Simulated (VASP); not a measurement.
# Si16O (a cell with a defect) in VASP: notebook

Runs on Si16O (a cell with a defect). Level: PBEsol. Tasks: single point.

Everything below comes from runs of VASP 6.6.1. Logs are shortened: lines on timing, memory, paths and dates and some standing lists are left out, and cuts for length are marked.

## Step 1: The cell of the first run

The cell holds a defect, 17 atoms: a = 7.679 Å, b = 7.679 Å, c = 7.679 Å, α = 60.00°, β = 60.00°, γ = 60.00°.

## Step 2: Single point, PBEsol, collinear spin, ferromagnetic start

The input, INCAR:

```
  ALGO = Normal
  EDIFF = 1E-6
  ENCUT = 520
  GGA = PS
  ISIF = 2
  ISMEAR = 0
  ISPIN = 2
  LASPH = T
  LCHARG = F
  LORBIT = 11
  LREAL = Auto
  LWAVE = F
  MAGMOM = 0 0 0 0 0 0 0 0 0 0 0 0 0 0 0 0 1
  NBANDS = 53
  NELM = 150
  PREC = Accurate
  SIGMA = 0.05
```

The input, KPOINTS:

```
k-points
0
Gamma
  2 2 2
```

The input, POSCAR:

```
Si16O
1.0
    0.0000000000      5.4300000000      5.4300000000
    5.4300000000      0.0000000000      5.4300000000
    5.4300000000      5.4300000000      0.0000000000
Si O
16 1
Direct
    0.0023210431      0.0017348975     -0.0005335110
    0.1231812602      0.1304798899      0.1248162652
   -0.0048229293      0.0013875002      0.5006223265
    0.1240084055      0.1231924265      0.6249621301
    0.0408192474      0.5053014664     -0.0558231286
    0.1274104339      0.6277358971      0.1080192003
    0.0013772192      0.4971957461      0.4834094363
    0.1531409821      0.6301898857      0.5720468251
    0.4946213976     -0.0272455824      0.0530296687
    0.6281540038      0.1248461945      0.1409981091
    0.4981512137     -0.0024634065      0.5165522884
    0.6203414327      0.0841513538      0.6807342267
    0.5008698341      0.5007563075     -0.0033008158
    0.6694037795      0.6165361045      0.0781272094
    0.5095618125      0.4555915386      0.5458614978
    0.6255383632      0.6240866924      0.6269906084
    0.6910203007      0.4334951882      0.3118283635
```

Potentials or basis: VASP PAW PBE potentials, release 64 (Si, O).

Run with:

```console
$ cat potpaw_PBE.64/Si/POTCAR potpaw_PBE.64/O/POTCAR > POTCAR
$ mpirun -np 1 vasp_std > vasp.out
```

OUTCAR:

```text
EDIFF = 1E-6
   ENCUT = 520
   GGA = PS
   ISIF = 2
   ISMEAR = 0
   ISPIN = 2
   LASPH = T
   LORBIT = 11
   LREAL = Auto
   NELM = 150
   PREC = Accurate

 ion  position               nearest neighbor table
   1  0.002  0.002  0.999-   6 2.35   4 2.35  10 2.35   2 2.35
   2  0.123  0.130  0.125-   1 2.35   9 2.36   3 2.36   5 2.38
   3  0.995  0.001  0.501-   4 2.35   8 2.35   2 2.36  12 2.38
   4  0.124  0.123  0.625-   7 2.35   1 2.35  11 2.35   3 2.35
   5  0.041  0.505  0.944-  14 2.33   8 2.33   6 2.36   2 2.38
   6  0.127  0.628  0.108-  13 2.34   1 2.35   7 2.35   5 2.36
   7  0.001  0.497  0.483-   4 2.35   6 2.35   8 2.35  16 2.36
   8  0.153  0.630  0.572-  15 2.32   5 2.33   3 2.35   7 2.35
   9  0.495  0.973  0.053-  14 2.32  12 2.34   2 2.36  10 2.36
  10  0.628  0.125  0.141-   1 2.35  11 2.36   9 2.36  13 2.36
  11  0.498  0.998  0.517-  16 2.34   4 2.35  10 2.36  12 2.36
  12  0.620  0.084  0.681-  15 2.33   9 2.34  11 2.36   3 2.38
  13  0.501  0.501  0.997-  14 2.32  16 2.32   6 2.34  10 2.36
  14  0.669  0.617  0.078-  17 1.66  13 2.32   9 2.32   5 2.33  15 2.93
  15  0.510  0.456  0.546-  17 1.66  16 2.32   8 2.32  12 2.33  14 2.93
  16  0.626  0.624  0.627-  15 2.32  13 2.32  11 2.34   7 2.36
  17  0.691  0.433  0.312-  15 1.66  14 1.66

  LATTYP: Found a face centered cubic cell.
 ALAT       =    10.8600000000

  Lattice vectors:

 A1 = (   0.0000000000,   5.4300000000,   5.4300000000)
 A2 = (   5.4300000000,   0.0000000000,   5.4300000000)
 A3 = (   5.4300000000,   5.4300000000,   0.0000000000)

Analysis of symmetry for initial positions (statically):
=====================================================================
 Subroutine PRICEL returns:
 Original cell was already a primitive cell.

 Routine SETGRP: Setting up the symmetry group for a
 face centered cubic supercell.

 Subroutine GETGRP returns: Found  1 space group operations
 (whereof  1 operations were pure point group operations)
 out of a pool of 48 trial point group operations.

The static configuration has the point symmetry C_1 .

Analysis of symmetry for dynamics (positions and initial velocities):
=====================================================================
 Subroutine PRICEL returns:
 Original cell was already a primitive cell.

 Routine SETGRP: Setting up the symmetry group for a
 face centered cubic supercell.

 Subroutine GETGRP returns: Found  1 space group operations
 (whereof  1 operations were pure point group operations)
 out of a pool of 48 trial point group operations.

The dynamic configuration has the point symmetry C_1 .

Analysis of structural, dynamic, and magnetic symmetry:
=====================================================================
 Subroutine PRICEL returns:
 Original cell was already a primitive cell.
[... 171 lines left out ...]

 E-fermi :   6.0420     XC(G=0):  -9.6840

 val. band max:        5.8403995142   @ k =   0.0000   0.0000   0.0000
 cond. band min:       6.2435634105   @ k =   0.0000   0.0000   0.0000
 fundamental gap:      0.4031638963
 Fermi energy:         6.0420229921

 spin component 1

 k-point     1 :       0.0000    0.0000    0.0000
  band No.  band energies     occupation
      1     -14.4897      1.00000
      2      -5.8759      1.00000
      3      -4.4669      1.00000
      4      -3.7359      1.00000
      5      -3.7160      1.00000
      6      -3.3742      1.00000
[... 389 lines left out ...]
     46      10.0730      0.00000
     47      10.3504      0.00000
 Fermi energy:         6.0420229921

 spin component 2

 k-point     1 :       0.0000    0.0000    0.0000
  band No.  band energies     occupation
      1     -14.4897      1.00000
      2      -5.8759      1.00000
      3      -4.4669      1.00000
      4      -3.7359      1.00000
      5      -3.7160      1.00000
      6      -3.3742      1.00000
[... 389 lines left out ...]
     46      10.0729      0.00000
     47      10.3504      0.00000
 [bands above 47 left out]

------------------------ aborting loop because EDIFF is reached ----------------------------------------

  FORCE on cell =-STRESS in cart. coord.  units (eV):
  Direction    XX          YY          ZZ          XY          YZ          ZX
  --------------------------------------------------------------------------------------
  -------------------------------------------------------------------------------------
  Total        4.4886725      4.5069940      5.1426467      2.9036517     -2.0779720     -2.1128221
  in kB       22.4594450     22.5511179     25.7316590     14.5286619    -10.3973050    -10.5716807
  external PRESSURE =      23.5807406 kB  Pullay stress =       0.0000000 kB

 VOLUME and BASIS-vectors are now :
 -----------------------------------------------------------------------------
  energy-cutoff  :      520.00
  volume of cell :      320.21
      direct lattice vectors                 reciprocal lattice vectors
     0.000000000  5.430000000  5.430000000    -0.092081031  0.092081031  0.092081031
     5.430000000  0.000000000  5.430000000     0.092081031 -0.092081031  0.092081031
     5.430000000  5.430000000  0.000000000     0.092081031  0.092081031 -0.092081031

 POSITION                                       TOTAL-FORCE (eV/Angst)
 -----------------------------------------------------------------------------------
      5.43652      5.43971      0.02202         0.014502     -0.001980      0.001275
      1.38626      1.34663      1.37738        -0.003697      0.007299      0.011387
      2.72591      8.12219      5.41135        -0.000139     -0.011913      0.002716
      4.06248      4.06691      1.34230        -0.009591      0.006313     -0.007353
      7.87067      5.34853      2.96544        -0.003789     -0.001822     -0.005002
      3.99515      1.27838      4.10044        -0.011861     -0.002172      0.001077
[... 9 lines left out ...]
      6.79335      6.80123      6.78546         0.002297     -0.011159     -0.000499
      4.04711      5.44547      6.10612        -0.037636      0.046377     -0.002689
 -----------------------------------------------------------------------------------
    total drift:                                0.000208      0.000892     -0.000978

  FREE ENERGIE OF THE ION-ELECTRON SYSTEM (eV)
  ---------------------------------------------------
  free  energy   TOTEN  =       -98.3205563868 eV

  energy  without entropy=      -98.3205563862  energy(sigma->0) =      -98.32055639

 total charge

# of ion       s       p       d       tot
------------------------------------------
    1        0.739   0.957   0.000   1.696
    2        0.745   0.932   0.000   1.677
    3        0.745   0.932   0.000   1.678
    4        0.739   0.957   0.000   1.696
    5        0.750   0.951   0.000   1.701
    6        0.740   0.951   0.000   1.691
[... 9 lines left out ...]
   16        0.745   0.973   0.000   1.718
   17        1.572   3.582   0.000   5.154
--------------------------------------------------
tot         13.475  18.805   0.000  32.280

 magnetization (x)

# of ion       s       p       d       tot
------------------------------------------
    1        0.000   0.000   0.000   0.000
    2       -0.000  -0.000   0.000  -0.000
    3       -0.000  -0.000   0.000  -0.000
    4        0.000   0.000   0.000   0.000
    5        0.000   0.000   0.000   0.000
    6        0.000   0.000   0.000   0.000
[... 9 lines left out ...]
   16        0.000   0.000   0.000   0.000
   17       -0.000  -0.000   0.000  -0.000
--------------------------------------------------
tot          0.000   0.000   0.000   0.000
```

Run time: 5 min. Hardware: 1 thread of Intel Xeon 6975P-C (Granite Rapids), shared host; peak memory 0.7 GiB.

What came out:

```yaml
Free_energy: -98.3206 eV
Pressure: 2.4 GPa
Largest_force: 0.089 eV/Å
Band_gap_on_the_k_mesh: 0.40 eV
Net_moment: 0.00 μB per cell
Valence_electrons_inside_the_program's_atomic_spheres: Si 1.70, 1.68, 1.69, 1.71, 1.72 (each value once); O 5.15
```

Forces on the atoms (eV/Å):
```
Si   0.015 -0.002  0.001
Si  -0.004  0.007  0.011
Si   0.000 -0.012  0.003
Si  -0.010  0.006 -0.007
Si  -0.004 -0.002 -0.005
Si  -0.012 -0.002  0.001
Si   0.007 -0.003 -0.003
Si   0.002  0.002  0.009
Si   0.006  0.003 -0.001
Si  -0.005 -0.006 -0.008
Si   0.004  0.000  0.012
Si   0.004  0.006 -0.008
Si   0.001  0.009  0.004
Si  -0.023 -0.069  0.052
Si   0.055  0.028 -0.057
Si   0.002 -0.011  0.000
O   -0.038  0.046 -0.003
```

Caveat: the k points lie up to 0.50 Å⁻¹ apart; semilocal functionals underestimate gaps, and a narrow one can read as zero; the PAW data sets were made with another functional, which shifts forces and pressure a little.

## Step 3: Single point, PBEsol, collinear spin, ferromagnetic start

The input, INCAR:

```
SYSTEM = Si16O
  ALGO = Normal
  EDIFF = 1E-6
  ENCUT = 520
  GGA = PS
  ISIF = 2
  ISMEAR = 0
  ISPIN = 2
  LASPH = .True.
  LCHARG = .False.
  LORBIT = 11
  LREAL = Auto
  LWAVE = .False.
  MAGMOM = 0 0 0 0 0 0 0 0 0 0 0 0 0 0 0 0 1
  NBANDS = 53
  NELM = 150
  PREC = Accurate
  SIGMA = 0.05
```

The input, KPOINTS:

```
k-points
0
Gamma
  2 2 2
  0 0 0
```

The input, POSCAR:

```
Si16O
1.0
    0.0000000000      5.4300000000      5.4300000000
    5.4300000000      0.0000000000      5.4300000000
    5.4300000000      5.4300000000      0.0000000000
Si O
16 1
Direct
   -0.0036846213      0.0017477392     -0.0000345042
    0.1066862338      0.1244225077      0.1411596168
   -0.0135561981     -0.0012688613      0.5167686227
    0.1275003238      0.1231609404      0.6254041819
    0.0036224950      0.5002802248     -0.0041043685
    0.1375391422      0.6276558580      0.1081256459
    0.0169542158      0.4973647750      0.4837452595
    0.1224912267      0.6252531062      0.6261360604
    0.4801920509     -0.0287047632      0.0536805622
    0.6213850232      0.1299692770      0.1250201140
    0.5023697713      0.0013358188      0.5008105775
    0.6132989469      0.0843544885      0.6815192676
    0.5106760161      0.5047335367     -0.0548723129
    0.6379491125      0.6150270988      0.0788195134
    0.4878408371      0.4557139817      0.5463825099
    0.6433705422      0.6300666493      0.5731518699
    0.5657038018      0.4321710425      0.3124147338
```

Potentials or basis: VASP PAW PBE potentials, release 64 (Si, O).

Run with:

```console
$ cat potpaw_PBE.64/Si/POTCAR potpaw_PBE.64/O/POTCAR > POTCAR
$ mpirun -np 1 vasp_std > vasp.out
```

Run time: 4.9 min. Hardware: 1 thread of Intel Xeon 6975P-C (Granite Rapids), shared host; peak memory 0.71 GiB.

The run converged. Its results:

```yaml
Free_energy: -98.3199 eV
Pressure: 2.4 GPa
Largest_force: 0.117 eV/Å
Band_gap_on_the_k_mesh: 0.40 eV
Net_moment: 0.00 μB per cell
Valence_electrons_inside_the_program's_atomic_spheres: Si 1.70, 1.69, 1.72, 1.71, 1.68 (each value once); O 5.16
```

Forces in eV/Å, atoms in the order of the input:
```
Si  -0.003  0.006  0.004
Si  -0.002  0.002 -0.001
Si  -0.002 -0.006 -0.007
Si   0.006 -0.007 -0.005
Si   0.003  0.005 -0.007
Si  -0.003  0.004 -0.003
Si  -0.007 -0.001  0.004
Si  -0.003  0.004  0.008
Si   0.017 -0.001 -0.007
Si   0.000  0.008 -0.001
Si   0.001  0.001  0.003
Si  -0.009  0.017  0.010
Si   0.009 -0.019 -0.008
Si  -0.028 -0.076  0.084
Si   0.085  0.064 -0.026
Si  -0.010 -0.002  0.010
O   -0.054  0.002 -0.058
```

Stress tensor (GPa, compression positive):
```
 2.26  1.10 -1.44
 1.10  2.62 -1.05
-1.44 -1.05  2.27
```

Levels at points of the mesh, in eV from the valence-band top:
Spin up:
| k point | band 31 | band 32 | band 33 | band 34 | band 35 | band 36 | band 37 | band 38 | band 39 | band 40 |
| --- | --- | --- | --- | --- | --- | --- | --- | --- | --- | --- |
| (0.00, 0.00, 0.00) | -0.96 | -0.93 | -0.33 | -0.07 | 0.00 | 0.40 | 0.67 | 0.70 | 0.89 | 1.09 |
| (0.50, 0.00, 0.00) | -1.52 | -1.24 | -0.76 | -0.63 | -0.57 | 1.11 | 1.37 | 1.51 | 1.57 | 1.64 |
| (0.00, 0.50, 0.00) | -1.48 | -1.23 | -0.81 | -0.63 | -0.54 | 1.22 | 1.33 | 1.49 | 1.62 | 1.70 |
| (0.00, 0.00, 0.50) | -1.43 | -0.77 | -0.68 | -0.66 | -0.08 | 1.06 | 1.34 | 1.44 | 1.47 | 1.63 |
| (0.50, 0.50, 0.50) | -1.48 | -1.23 | -0.80 | -0.62 | -0.55 | 1.22 | 1.32 | 1.49 | 1.62 | 1.69 |
| (0.50, 0.50, 0.00) | -1.51 | -1.44 | -1.26 | -1.19 | -0.55 | 1.19 | 1.38 | 2.24 | 2.32 | 2.42 |
| (0.00, 0.50, 0.50) | -1.51 | -1.44 | -1.27 | -1.19 | -0.52 | 1.18 | 1.38 | 2.24 | 2.31 | 2.42 |
| (0.50, 0.00, 0.50) | -1.45 | -1.38 | -1.34 | -1.03 | -0.96 | 1.35 | 1.38 | 2.22 | 2.32 | 2.47 |
Spin down:
```tsv
k point	band 31	band 32	band 33	band 34	band 35	band 36	band 37	band 38	band 39	band 40
(0.00, 0.00, 0.00)	-0.96	-0.93	-0.33	-0.07	0.00	0.40	0.67	0.70	0.89	1.09
(0.50, 0.00, 0.00)	-1.52	-1.24	-0.76	-0.63	-0.57	1.11	1.37	1.51	1.57	1.64
(0.00, 0.50, 0.00)	-1.48	-1.23	-0.81	-0.63	-0.54	1.22	1.33	1.49	1.62	1.70
(0.00, 0.00, 0.50)	-1.43	-0.77	-0.68	-0.66	-0.08	1.06	1.34	1.44	1.46	1.63
(0.50, 0.50, 0.50)	-1.48	-1.23	-0.80	-0.62	-0.55	1.22	1.32	1.49	1.62	1.69
(0.50, 0.50, 0.00)	-1.51	-1.44	-1.26	-1.19	-0.55	1.19	1.38	2.24	2.32	2.42
(0.00, 0.50, 0.50)	-1.51	-1.44	-1.27	-1.19	-0.52	1.18	1.38	2.24	2.31	2.42
(0.50, 0.00, 0.50)	-1.45	-1.38	-1.34	-1.03	-0.96	1.35	1.38	2.22	2.32	2.47
```

Caveat: the k points lie up to 0.50 Å⁻¹ apart; semilocal functionals underestimate gaps, and a narrow one can read as zero; the PAW data sets were made with another functional, which shifts forces and pressure a little.
